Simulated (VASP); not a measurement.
Wanted: the native input for a VASP 6.6.1 run.

* Task: single point
* Functional: r2SCAN
* Potentials or basis: VASP PAW PBE potentials, release 64 (B, N)
* Cutoff: 660 eV
* k mesh: 12 × 12 × 12
* Occupations: fermi-dirac, width 0.02 eV
* Spin: no spin polarisation
* Dipole correction: no
* Further INCAR settings: ALGO = Normal; EDIFF = 1e-06; NBANDS = 11

Crystal: BN.

```
B N
1.0
     0.00000    1.66063    1.89129
     1.66063    0.00000    1.89129
     1.66063    1.66063    0.00000
B N
1 1
Direct
  0.00000 0.00000 0.00000
  0.50000 0.50000 0.50000
```

This cell differs from its parent crystal: epitaxial xy strain -4.9%.

The input as run:

POSCAR

```
BN
1.0
    0.0000000000      1.6606296293      1.8912893641
    1.6606296293      0.0000000000      1.8912893641
    1.6606296293      1.6606296293      0.0000000000
B N
1 1
Direct
    0.0000000000      0.0000000000      0.0000000000
    0.5000000000      0.5000000000      0.5000000000
```

INCAR.step1

```
PREC = Accurate ; ENCUT = 660
ISMEAR = -1 ; SIGMA = 0.02
LREAL = F ; LASPH = T
NELM = 120 ; NBANDS = 11
GGA = PE ; ALGO = Normal
EDIFF = 1E-5 ; LWAVE = T
LCHARG = F ; GGA_COMPAT = F
```

INCAR.step2

```
PREC = Accurate ; ENCUT = 660
EDIFF = 1E-6 ; ISMEAR = -1
SIGMA = 0.02 ; LREAL = F
LASPH = T ; NELM = 120
ALGO = Normal ; ISIF = 2
LWAVE = F ; LCHARG = F
METAGGA = R2SCAN ; LMIXTAU = T
NBANDS = 11 ; ISTART = 1
GGA_COMPAT = F
```

KPOINTS

```
regular mesh
0
Gamma
  12 12 12
```

Potentials or basis: VASP PAW PBE potentials, release 64 (B, N).

The run is started by

```sh
$ cat potpaw_PBE.64/B/POTCAR potpaw_PBE.64/N/POTCAR > POTCAR
$ cp INCAR.step1 INCAR
$ mpirun -np 1 vasp_std > vasp.out
$ cp INCAR.step2 INCAR
$ mpirun -np 1 vasp_std > vasp.out
```

Results of the run:

```json
{
  "Pressure": "19.4 GPa",
  "Band gap on the k mesh": "0.08 eV (least direct gap 4.20 eV)"
}
```

Caveat: the cell differs from its parent crystal (epitaxial xy strain -4.9%); the cell stands under pressure; the PAW data sets were made with another functional, which shifts forces and pressure a little.

Run time: 66 s on 1 thread of Intel(R) Xeon(R) Platinum 8259CL CPU @ 2.50GHz (Skylake/Cascade Lake), on a shared host, peak memory 0.15 GiB.
